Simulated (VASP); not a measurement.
Input of a VASP 6.6.1 run:

INCAR

```
  PREC = Accurate
  ENCUT = 600
  EDIFF = 1E-8
  ISMEAR = 0
  SIGMA = 0.01
  LREAL = False
  LASPH = True
  NELM = 100
  ALGO = Normal
  ISIF = 3
  LWAVE = False
  LCHARG = False
  GGA = PS
  IBRION = 6
  NFREE = 2
  POTIM = 0.015
  NSW = 1
```

Contents of KPOINTS:

```
Automatic mesh
0
Gamma
  8 8 8
```

POSCAR

```
GaN
1.0
    0.0000000000      2.2491407148      2.2491407148
    2.2491407148      0.0000000000      2.2491407148
    2.2491407148      2.2491407148      0.0000000000
Ga N
1 1
Direct
    0.0000000000      0.0000000000      0.0000000000
    0.2500000000      0.2500000000      0.2500000000
```

Potentials or basis: VASP PAW PBE potentials, release 64 (Ga_d, N).

The run is started by

```console
$ cat potpaw_PBE.64/Ga_d/POTCAR potpaw_PBE.64/N/POTCAR > POTCAR
$ mpirun -np 1 vasp_std > vasp.out
```

(1) Predict the elastic constants C11, C12, C44.

(2) What does it give for the Voigt bulk modulus?

(3) Estimate the highest phonon frequency at Γ, LO-TO splitting left out.

Answers

(1) 269, 145, 153 GPa.

(2) 186 GPa.

(3) 533 cm⁻¹.

Caveat: the PAW data sets were made with another functional, which shifts forces and pressure a little.
